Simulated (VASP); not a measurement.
Set up this calculation in VASP 6.6.1, as the native input.

* Task: density of states
* Functional: PBEsol
* Potentials or basis: VASP PAW PBE potentials, release 64 (Cd, Te)
* Cutoff: 520 eV
* k mesh: 13 × 13 × 13
* Occupations: fermi-dirac, width 0.05 eV
* Spin: no spin polarisation
* Dipole correction: no
* k mesh for the DOS: 20 × 20 × 20
* Occupations for the DOS: tetrahedron
* Further INCAR settings: ALGO = Normal; EDIFF = 1e-06; NBANDS = 16

The system is CdTe (rocksalt type).

```xyz
2
Lattice="0.0000 2.4574 2.4574 2.4574 0.0000 2.4574 2.4574 2.4574 0.0000" Properties=species:S:1:pos:R:3 pbc="T T T"
Cd    0.0000    0.0000    0.0000
Te    2.4574    2.4574    2.4574
```

This cell differs from its parent crystal: volume scaled by 0.55.

One way to write it, as run:

POSCAR

```
CdTe
1.0
    0.0000000000      2.4573777546      2.4573777546
    2.4573777546      0.0000000000      2.4573777546
    2.4573777546      2.4573777546      0.0000000000
Cd Te
1 1
Direct
    0.0000000000      0.0000000000      0.0000000000
    0.5000000000      0.5000000000      0.5000000000
```

INCAR.step1

```
SYSTEM = CdTe
PREC = Accurate ; ENCUT = 520
EDIFF = 1E-6 ; ISMEAR = -1
SIGMA = 0.05 ; LREAL = .FALSE.
LASPH = .TRUE. ; NELM = 60
ALGO = Normal ; ISIF = 2
LWAVE = .FALSE. ; LCHARG = .TRUE.
GGA = PS ; NBANDS = 16
```

KPOINTS.step1

```
Automatic mesh
0
G
  13 13 13
  0 0 0
```

INCAR.step2

```
SYSTEM = CdTe
PREC = Accurate ; ENCUT = 520
EDIFF = 1E-6 ; ISMEAR = -5
SIGMA = 0.05 ; LREAL = .FALSE.
LASPH = .TRUE. ; NELM = 60
ALGO = Normal ; ISIF = 2
LWAVE = .FALSE. ; LCHARG = .FALSE.
GGA = PS ; LORBIT = 11
NBANDS = 16 ; NEDOS = 2001
ICHARG = 11
```

KPOINTS.step2

```
Automatic mesh
0
G
  20 20 20
  0 0 0
```

Potentials or basis: VASP PAW PBE potentials, release 64 (Cd, Te).

The run is started by

```console
$ cat potpaw_PBE.64/Cd/POTCAR potpaw_PBE.64/Te/POTCAR > POTCAR
$ cp INCAR.step1 INCAR
$ cp KPOINTS.step1 KPOINTS
$ mpirun -np 1 vasp_std > vasp.out
$ cp INCAR.step2 INCAR
$ cp KPOINTS.step2 KPOINTS
$ mpirun -np 1 vasp_std > vasp.out
```

It gave:

The valence electrons inside the program's atomic spheres are Cd 11.11; Te 3.99.

Caveat: spin-orbit coupling is left out, which moves the levels of the heavy elements.

Wall time 84 s on 1 thread of Intel(R) Xeon(R) Platinum 8488C (Sapphire Rapids), on a shared host, peak memory 0.25 GiB.
